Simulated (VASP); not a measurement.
Here is a VASP 6.6.1 calculation.

Contents of INCAR:

```
SYSTEM = Si3F
PREC     = Accurate       ! precision mode
ENCUT    = 600            ! plane-wave cutoff, eV
EDIFF    = 1E-6           ! SCF threshold, eV
ISMEAR   = 0              ! smearing method
SIGMA    = 0.1            ! smearing width, eV
LREAL    = .False.        ! projectors in reciprocal space
LASPH    = .True.         ! aspherical terms in the spheres
NELM     = 100            ! most SCF steps
ALGO     = Normal         ! electronic algorithm
ISIF     = 3              ! what is computed and relaxed
LWAVE    = .False.        ! write WAVECAR
LCHARG   = .False.        ! write CHGCAR
GGA      = PE             ! functional
IBRION   = 2              ! ionic algorithm
NSW      = 100            ! ionic steps
EDIFFG   = -0.01          ! ionic threshold
```

File KPOINTS:

```
Automatic mesh
0
Gamma
  12 12 12
  0 0 0
```

POSCAR

```
Si3F
1.0
    3.8342662525      0.0000000000      0.0000000000
    0.0000000000      3.8342662525      0.0000000000
    0.0000000000      0.0000000000      3.8342662525
Si F
3 1
Direct
    0.0000000000      0.5000000000      0.5000000000
    0.5000000000      0.0000000000      0.5000000000
    0.5000000000      0.5000000000      0.0000000000
    0.0000000000      0.0000000000      0.0000000000
```

Potentials or basis: VASP PAW PBE potentials, release 64 (Si, F).

The run is started by

```bash
$ cat potpaw_PBE.64/Si/POTCAR potpaw_PBE.64/F/POTCAR > POTCAR
$ mpirun -np 1 vasp_std > vasp.out
```

**Question.** Predict the band gap on the k mesh.

**Answer.** Zero (an odd number of electrons rules out a gap without spin polarisation).

**Question.** Predict the space group after relaxing (to 0.1 Å).

**Answer.** Pm-3m (No. 221).

Final structure:
```cif
data_structure
_symmetry_space_group_name_H-M 'P 1'
_symmetry_Int_Tables_number 1
_cell_length_a 3.8301
_cell_length_b 3.8301
_cell_length_c 3.8301
_cell_angle_alpha 90.000
_cell_angle_beta 90.000
_cell_angle_gamma 90.000
_cell_volume 56.19
loop_
_atom_site_label
_atom_site_type_symbol
_atom_site_fract_x
_atom_site_fract_y
_atom_site_fract_z
_atom_site_occupancy
Si1 Si 0.00000 0.50000 0.50000 1
Si2 Si 0.50000 0.00000 0.50000 1
Si3 Si 0.50000 0.50000 0.00000 1
F1 F 0.00000 0.00000 0.00000 1
```

Caveat: an odd number of electrons without spin polarisation forces a metal; a magnetic or distorted state may lie lower.
